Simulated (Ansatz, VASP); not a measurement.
# AlRu: VASP beside Ansatz

File INCAR:

```
  ALGO = Normal
  EDIFF = 1E-6
  ENCUT = 520
  GGA = PE
  ISIF = 2
  ISMEAR = 0
  LASPH = True
  LCHARG = False
  LREAL = False
  LWAVE = False
  NBANDS = 16
  NELM = 60
  PREC = Accurate
  SIGMA = 0.1
```

KPOINTS

```
k-points
0
Gamma
  6 6 6
```

The input POSCAR:

```
AlRu
1.0
    2.9916000400      0.0000000000      0.0000000000
    0.0000000000      2.9916000400      0.0000000000
    0.0000000000      0.0000000000      2.9916000400
Al Ru
1 1
Direct
    0.0000000000      0.0000000000      0.0000000000
    0.5000000000      0.5000000000      0.5000000000
```

Input for Ansatz:

```yaml
crystal:
  lattice:
    - [2.99160004, 0.0, 0.0]
    - [0.0, 2.99160004, 0.0]
    - [0.0, 0.0, 2.99160004]
  atoms:
    - { symbol: Al, position: [0.0, 0.0, 0.0] }
    - { symbol: Ru, position: [0.5, 0.5, 0.5] }
basis:
  ecutwfc: 420
kpoints:
  mp_grid: { grid: [6, 6, 6] }
hamiltonian:
  xc: pbe
scf:
  occupations: { method: gaussian, width: 0.1 }
  lower_state_search: "off"
output:
  forces: true
  stress: true
  eigenvalues: true
```

Alike in both runs: task single point; functional PBE; k mesh 6 × 6 × 6; occupations gaussian, width 0.1 eV; no spin polarisation.

|  | VASP | Ansatz |
| --- | --- | --- |
| version | VASP 6.6.1 | Ansatz 0.2.0 |
| potentials or method | VASP PAW PBE potentials, release 64 (Al, Ru_pv), cutoff 520 eV | scalar-relativistic, plane waves, PAW |
| valence electrons in the cell | 17 | 19 |

|  | VASP | Ansatz | Ansatz less VASP |
| --- | --- | --- | --- |
| gap on the k mesh at the Fermi level (eV) | none | none | - |
| pressure (GPa) | 2.5 | 2.5 | +0.03 |

A gap of «none» marks a metal or a gap that the smearing closes. VASP's potentials hold 17 valence electrons a cell and Ansatz's 19, so a difference there can come from the potentials and not from the codes.
